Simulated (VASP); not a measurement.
A run of VASP 6.6.1 is set up as follows.

POSCAR

```
MgS
1.0
    4.0286256344      0.0000000000      0.0000000000
   -2.0143128172      3.4888921417      0.0000000000
    0.0000000000      0.0000000000      6.4543927861
Mg S
2 2
Direct
    0.3333333333      0.6666666667     -0.0028727190
    0.6666666667      0.3333333333      0.4971272810
    0.3333333333      0.6666666667      0.3778727190
    0.6666666667      0.3333333333      0.8778727190
```

The input INCAR.step1:

```
SYSTEM = MgS
ALGO = Normal
EDIFF = 1E-4
ENCUT = 520
GGA = PE
ISMEAR = 0
LASPH = .True.
LCHARG = .False.
LREAL = .False.
LWAVE = .True.
NBANDS = 16
NELM = 80
PREC = Accurate
SIGMA = 0.01
```

File INCAR.step2:

```
SYSTEM = MgS
ALGO = Normal
EDIFF = 1E-7
ENCUT = 520
ISIF = 2
ISMEAR = 0
ISTART = 1
LASPH = .True.
LCHARG = .False.
LMIXTAU = .True.
LREAL = .False.
LWAVE = .False.
METAGGA = R2SCAN
NBANDS = 16
NELM = 80
PREC = Accurate
SIGMA = 0.01
```

The input KPOINTS:

```
k-points
0
Gamma
  12 12 4
  0 0 0
```

Potentials or basis: VASP PAW PBE potentials, release 64 (Mg, S).

Command:

```bash
$ cat potpaw_PBE.64/Mg/POTCAR potpaw_PBE.64/S/POTCAR > POTCAR
$ cp INCAR.step1 INCAR
$ mpirun -np 1 vasp_std > vasp.out
$ cp INCAR.step2 INCAR
$ mpirun -np 1 vasp_std > vasp.out
```

Q: Estimate the band gap on the k mesh.

A: 4.13 eV, direct.

Q: Estimate the pressure.

A: -0.3 GPa.

Forces on the atoms (eV/Å):
```
Mg   0.000  0.000  0.003
Mg   0.000  0.000  0.003
S    0.000  0.000 -0.003
S    0.000  0.000 -0.003
```

Caveat: the PAW data sets were made with another functional, which shifts forces and pressure a little. A k mesh can miss the band edges.
